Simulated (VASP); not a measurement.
# Pd (Fm-3m) in VASP: a series of runs, part 2 of 2

VASP 6.6.1. The steps go on from the part before.

### Step 3. Single point, PBE, non-collinear spin, zero start, spin-orbit coupling

INCAR reads:

```
ALGO = Normal
EDIFF = 1E-6
ENCUT = 520
GGA = PE
GGA_COMPAT = False
ISIF = 2
ISMEAR = -1
LASPH = True
LCHARG = False
LMAXMIX = 4
LORBIT = 11
LORBMOM = True
LREAL = False
LSORBIT = True
LWAVE = False
MAGMOM = 0 0 0
NBANDS = 21
NELM = 150
PREC = Accurate
SIGMA = 0.05
```

KPOINTS reads:

```
k-points
0
Gamma
  18 18 18
```

POSCAR reads:

```
Pd
1.0
    0.0000000000      1.9449000000      1.9449000000
    1.9449000000      0.0000000000      1.9449000000
    1.9449000000      1.9449000000      0.0000000000
Pd
1
Direct
    0.0000000000      0.0000000000      0.0000000000
```

Potentials or basis: VASP PAW PBE potentials, release 64 (Pd).

Started as:

```sh
cat potpaw_PBE.64/Pd/POTCAR > POTCAR
mpirun -np 1 vasp_ncl > vasp.out
```

Run time: 56 s. Hardware: 1 thread of Intel Xeon Platinum 8488C (Sapphire Rapids), shared host; peak memory 0.21 GiB.

The run converged. Its results:

```yaml
Free_energy: -5.2595 eV
Pressure: 7.5 GPa
Net_moment: 0.00 μB per cell
Valence_electrons_inside_the_program's_atomic_spheres: Pd 9.45
```

Moments on the atoms (μB; x, y, z):
```
Pd  0.00 0.00 0.00
```

### Step 4. Single point, PBE (volume scaled by 0.96)

INCAR reads:

```
PREC = Accurate ; ENCUT = 520
EDIFF = 1E-6 ; ISMEAR = -1
SIGMA = 0.05 ; LREAL = False
LASPH = True ; NELM = 60
ALGO = Normal ; ISIF = 2
LWAVE = False ; LCHARG = True
GGA = PE ; LELF = True
LVHAR = True ; NBANDS = 11
```

KPOINTS reads:

```
regular mesh
0
Gamma
  18 18 18
```

POSCAR reads:

```
Pd
1.0
    0.0000000000      1.9186143454      1.9186143454
    1.9186143454      0.0000000000      1.9186143454
    1.9186143454      1.9186143454      0.0000000000
Pd
1
Direct
    0.0000000000      0.0000000000      0.0000000000
```

Potentials or basis: VASP PAW PBE potentials, release 64 (Pd).

Started as:

```sh
cat potpaw_PBE.64/Pd/POTCAR > POTCAR
mpirun -np 1 vasp_std > vasp.out
```

OUTCAR:

```text
PREC = Accurate
   ENCUT = 520
   EDIFF = 1E-6
   ISMEAR = -1
   LREAL = False
   LASPH = True
   NELM = 60
   ISIF = 2
   GGA = PE

 ion  position               nearest neighbor table
   1  0.000  0.000  0.000-

  LATTYP: Found a face centered cubic cell.
 ALAT       =     3.8372286908

  Lattice vectors:

 A1 = (   0.0000000000,   1.9186143454,   1.9186143454)
 A2 = (   1.9186143454,   0.0000000000,   1.9186143454)
 A3 = (   1.9186143454,   1.9186143454,   0.0000000000)

Analysis of symmetry for initial positions (statically):
=====================================================================
 Subroutine PRICEL returns:
 Original cell was already a primitive cell.

 Routine SETGRP: Setting up the symmetry group for a
 face centered cubic supercell.

 Subroutine GETGRP returns: Found 48 space group operations
 (whereof 48 operations were pure point group operations)
 out of a pool of 48 trial point group operations.

The static configuration has the point symmetry O_h .

Analysis of symmetry for dynamics (positions and initial velocities):
[... 162 lines left out ...]

 k-point     1 :       0.0000    0.0000    0.0000
  band No.  band energies     occupation
      1       3.0525      2.00000
      2       7.4901      2.00000
      3       7.4901      2.00000
      4       7.4901      2.00000
      5       9.2190      2.00000
      6       9.2190      2.00000
      7      27.7368      0.00000
      8      32.7643      0.00000
      9      32.7643      0.00000
     10      32.7643      0.00000
     11      36.5910      0.00000
[... 309 lines left out ...]
 k-point    24 :      -0.2222    0.0556    0.0000
  band No.  band energies     occupation
      1       4.8075      2.00000
      2       7.2546      2.00000
      3       7.8349      2.00000
      4       7.8714      2.00000
      5       9.0852      2.00000
      6       9.6520      2.00000
      7      25.8283      0.00000
      8      28.9281      0.00000
      9      33.2714      0.00000
     10      35.5344      0.00000
     11      36.0007      0.00000

 [... further k-points ...]

------------------------ aborting loop because EDIFF is reached ----------------------------------------

  FORCE on cell =-STRESS in cart. coord.  units (eV):
  Direction    XX          YY          ZZ          XY          YZ          ZX
  --------------------------------------------------------------------------------------
  -------------------------------------------------------------------------------------
  Total        1.4704802      1.4704802      1.4704802     -0.0000000      0.0000000     -0.0000000
  in kB      166.7925689    166.7925689    166.7925689     -0.0000000      0.0000000     -0.0000000
  external PRESSURE =     166.7925689 kB  Pullay stress =       0.0000000 kB

 VOLUME and BASIS-vectors are now :
 -----------------------------------------------------------------------------
  energy-cutoff  :      520.00
  volume of cell :       14.13
      direct lattice vectors                 reciprocal lattice vectors
     0.000000000  1.918614345  1.918614345    -0.260604744  0.260604744  0.260604744
     1.918614345  0.000000000  1.918614345     0.260604744 -0.260604744  0.260604744
     1.918614345  1.918614345  0.000000000     0.260604744  0.260604744 -0.260604744

 POSITION                                       TOTAL-FORCE (eV/Angst)
 -----------------------------------------------------------------------------------
      0.00000      0.00000      0.00000         0.000000      0.000000      0.000000
 -----------------------------------------------------------------------------------
    total drift:                               -0.000000     -0.000000     -0.000000

  FREE ENERGIE OF THE ION-ELECTRON SYSTEM (eV)
  ---------------------------------------------------
  free  energy   TOTEN  =        -5.1731825771 eV

  energy  without entropy=       -5.1561258899  energy(sigma->0) =       -5.16465423
```

stdout:

```text
POSCAR found type information on POSCAR Pd
 POSCAR found :  1 types and       1 ions
 scaLAPACK will be used
 LDA part: xc-table for (Slater+PW92), standard interpolation
 POSCAR, INCAR and KPOINTS ok, starting setup
 FFT: planning ... GRIDC
 FFT: planning ... GRID_SOFT
 FFT: planning ... GRID
 WAVECAR not read
 entering main loop
```

It took 58 s on 1 thread of AMD EPYC 7R13, shared host; peak memory 0.12 GiB.

What came out:

```
Free energy            : -5.1732 eV
Pressure               : 16.7 GPa
Band gap on the k mesh : zero (band 5 reaches 10.85 eV, above the bottom of band 6 at 9.15 eV)
```

### Step 5. Single point, PBE (volume scaled by 0.98)

INCAR reads:

```
SYSTEM = Pd
  PREC = Accurate
  ENCUT = 520
  EDIFF = 1E-6
  ISMEAR = -1
  SIGMA = 0.05
  LREAL = .FALSE.
  LASPH = .TRUE.
  NELM = 60
  ALGO = Normal
  ISIF = 2
  LWAVE = .FALSE.
  LCHARG = .FALSE.
  GGA = PE
  NBANDS = 11
```

KPOINTS reads:

```
regular mesh
0
G
  18 18 18
  0 0 0
```

POSCAR reads:

```
Pd
1.0
    0.0000000000      1.9318465866      1.9318465866
    1.9318465866      0.0000000000      1.9318465866
    1.9318465866      1.9318465866      0.0000000000
Pd
1
Direct
    0.0000000000      0.0000000000      0.0000000000
```

Started as:

```sh
cat potpaw_PBE.64/Pd/POTCAR > POTCAR
mpirun -np 1 vasp_std > vasp.out
```

Run time: 49 s. Hardware: 1 thread of AMD EPYC 7R13, shared host; peak memory 0.12 GiB.

It converged, with:

* Free energy: -5.1993 eV
* Pressure: 11.7 GPa
* Band gap on the k mesh: zero (band 5 reaches 10.48 eV, above the bottom of band 6 at 8.83 eV)

Levels at points of the mesh, in eV from the Fermi level:
| k point | band 1 | band 2 | band 3 | band 4 | band 5 | band 6 | band 7 | band 8 | band 9 | band 10 |
| --- | --- | --- | --- | --- | --- | --- | --- | --- | --- | --- |
| (0.00, 0.00, 0.00) | -7.32 | -2.95 | -2.95 | -2.95 | -1.28 | -1.28 | 17.20 | 22.11 | 22.11 | 22.11 |
| (0.50, 0.00, 0.00) | -5.48 | -3.00 | -3.00 | -0.03 | -0.03 | 0.96 | 7.51 | 16.56 | 21.33 | 21.33 |
| (0.50, 0.50, 0.00) | -5.59 | -5.29 | -0.06 | 0.30 | 0.30 | 3.35 | 11.01 | 13.33 | 13.33 | 21.91 |

### Step 6. Summary

| level | potentials or basis | spin | cell | gap on the mesh (eV) | pressure (GPa) |
| --- | --- | --- | --- | --- | --- |
| LDA | VASP PAW LDA potentials, release 64 (Pd) | off | a = 2.751 Å, angles 60.0°, 1 atom | none | -7.8 |
| PBE | VASP PAW PBE potentials, release 64 (Pd) | non-collinear, zero start, SOC | a = 2.751 Å, angles 60.0°, 1 atom | - | 7.5 |
| PBE | VASP PAW PBE potentials, release 64 (Pd) | off | a = 2.713 Å, angles 60.0°, 1 atom | none | 16.7 |
| PBE | VASP PAW PBE potentials, release 64 (Pd) | off | a = 2.732 Å, angles 60.0°, 1 atom | none | 11.7 |

Alike in all rows: task single point; k mesh 18 × 18 × 18; cutoff (eV) 520; smearing fermi-dirac 0.05 eV.

Absolute energies hang on the potentials; compare differences alone.
